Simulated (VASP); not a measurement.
Cr, 2 atoms in the cell. Symmetry: P6_3/mmc, No. 194, hexagonal system. The conventional cell has a = 2.402 Å, b = 2.402 Å, c = 4.242 Å, α = 90.00°, β = 90.00°, γ = 120.00°. Cr (site symmetry -6m2) has 12 Cr at 2.40 to 2.53 Å within 3.2 Å. This isn't the form of Cr at room conditions, which is bcc.

* Program: VASP 6.6.1
* Task: single point
* Functional: RPBE
* Dispersion: D3(BJ)
* Potentials or basis: VASP PAW PBE potentials, release 64 (Cr_pv)
* Cutoff: 520 eV
* k mesh: 11 × 11 × 6
* Occupations: fermi-dirac, width 0.05 eV
* Spin: collinear spin, ferromagnetic start
* Starting moments: [3.0, 3.0] μB
* Dipole correction: no
* Further INCAR settings: ALGO = Normal; EDIFF = 1e-07; NBANDS = 23

Potentials or basis: VASP PAW PBE potentials, release 64 (Cr_pv).

Run with:

```console
$ cat potpaw_PBE.64/Cr_pv/POTCAR > POTCAR
$ mpirun -np 1 vasp_std > vasp.out
```

Hardware: 1 thread of Intel(R) Xeon(R) 6975P-C (Granite Rapids), with other jobs on the host.

Question: How long does it take, and how much memory?

Answer: Wall time 27 s on 1 thread of Intel(R) Xeon(R) 6975P-C (Granite Rapids), on a shared host, peak memory 0.18 GiB. Counts: scf iterations 17, k points 64.
